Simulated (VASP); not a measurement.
Wanted: the native input for a VASP 6.6.1 run.

```yaml
Task: single point
Functional: PBEsol-based screened hybrid
Potentials_or_basis: VASP PAW PBE potentials, release 64 (W_sv)
Cutoff: 400 eV
k_mesh: 6 × 6 × 6
Occupations: fermi-dirac, width 0.05 eV
Spin: no spin polarisation
Dipole_correction: no
Grid_for_exact_exchange_PRECFOCK: Normal
Share_of_exact_exchange: 0.25
Further_INCAR_settings: ALGO = Normal; EDIFF = 1e-06; NBANDS = 13
Screening_parameter: 0.207 1/Å
```

The system is W.

```
CELL_PARAMETERS angstrom
-1.58234 1.58234 1.58234
1.58234 -1.58234 1.58234
1.58234 1.58234 -1.58234
ATOMIC_POSITIONS crystal
W 0.00000 0.00000 0.00000
```

These files were run (other wordings do the same):

POSCAR

```
W
1.0
   -1.5823450000      1.5823450000      1.5823450000
    1.5823450000     -1.5823450000      1.5823450000
    1.5823450000      1.5823450000     -1.5823450000
W
1
Direct
    0.0000000000      0.0000000000      0.0000000000
```

INCAR.step1

```
ALGO = Normal
EDIFF = 1E-5
ENCUT = 400
GGA = PE
GGA_COMPAT = False
ISIF = 2
ISMEAR = -1
LASPH = True
LCHARG = False
LREAL = False
LWAVE = True
NBANDS = 13
NELM = 120
PREC = Accurate
SIGMA = 0.05
```

INCAR.step2

```
AEXX = 0.25
ALGO = Normal
EDIFF = 1E-6
ENCUT = 400
GGA = PS
GGA_COMPAT = False
HFSCREEN = 0.207
ISIF = 2
ISMEAR = -1
ISTART = 1
LASPH = True
LCHARG = False
LHFCALC = True
LREAL = False
LWAVE = False
NBANDS = 13
NELM = 120
PREC = Accurate
PRECFOCK = Normal
SIGMA = 0.05
```

KPOINTS

```
k-points
0
Gamma
  6 6 6
```

Potentials or basis: VASP PAW PBE potentials, release 64 (W_sv).

Command:

```bash
$ cat potpaw_PBE.64/W_sv/POTCAR > POTCAR
$ cp INCAR.step1 INCAR
$ mpirun -np 1 vasp_std > vasp.out
$ cp INCAR.step2 INCAR
$ mpirun -np 1 vasp_std > vasp.out
```

It gave:

```yaml
Pressure: -9.4 GPa
Band_gap_on_the_k_mesh: zero (band 7 reaches 17.07 eV, above the bottom of band 8 at 9.62 eV)
```

Caveat: the k points lie up to 0.47 Å⁻¹ apart; the PAW data sets were made with another functional, which shifts forces and pressure a little; spin-orbit coupling is left out, which moves the levels of the heavy elements.

Wall time 7 min on 1 thread of Intel(R) Xeon(R) Platinum 8375C CPU @ 2.90GHz (Ice Lake), on a shared host, peak memory 0.22 GiB.
